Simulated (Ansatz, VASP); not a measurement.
# One calculation of Nb16Cu, two programs

```xyz
17
Lattice="6.6000 0.0000 0.0000 0.0000 6.6000 0.0000 0.0000 0.0000 6.6000" Properties=species:S:1:pos:R:3 pbc="T T T"
Nb    0.0750    0.1199    0.1306
Nb    3.2988   -0.0269    0.0254
Nb   -0.0654    3.3421    0.0298
Nb    0.0251    0.0706    3.2934
Nb    1.5165    1.5587    1.5942
Nb    3.1974    3.2380    0.1422
Nb    3.2618   -0.0774    3.3293
Nb    4.8838    1.6070    1.6560
Nb   -0.1219    3.3066    3.3302
Nb    1.5671    4.9226    1.6590
Nb    1.6285    1.6731    4.9491
Nb    2.9401    2.9721    2.9033
Nb    4.8980    4.9414    1.7343
Nb    4.9380    1.6477    4.9832
Nb    1.5917    4.9834    4.9844
Nb    5.3939    5.4284    5.2129
Cu    3.9122    3.9878    4.5688
```

Alike in both runs: functional PBE; k mesh 2 × 2 × 2; occupations fermi-dirac, width 0.05 eV; no spin polarisation.

Ansatz relaxed the structure, and its values are those at the end. VASP's run is a single point on that final structure, the one shown.

|  | VASP | Ansatz |
| --- | --- | --- |
| version | VASP 6.6.1 | Ansatz 0.2.0 |
| potentials or method | VASP PAW PBE potentials, release 64 (Nb_sv, Cu), cutoff 520 eV | scalar-relativistic, plane waves, PAW |
| valence electrons in the cell | 219 | 227 |

```csv
,VASP,Ansatz,Ansatz less VASP
rms of the force components (eV/Å),0.012,0.009,-0.0037
```

VASP's potentials hold 219 valence electrons a cell and Ansatz's 227, so a difference there can come from the potentials and not from the codes.

The k mesh is coarse, so the values compare programs but aren't converged.
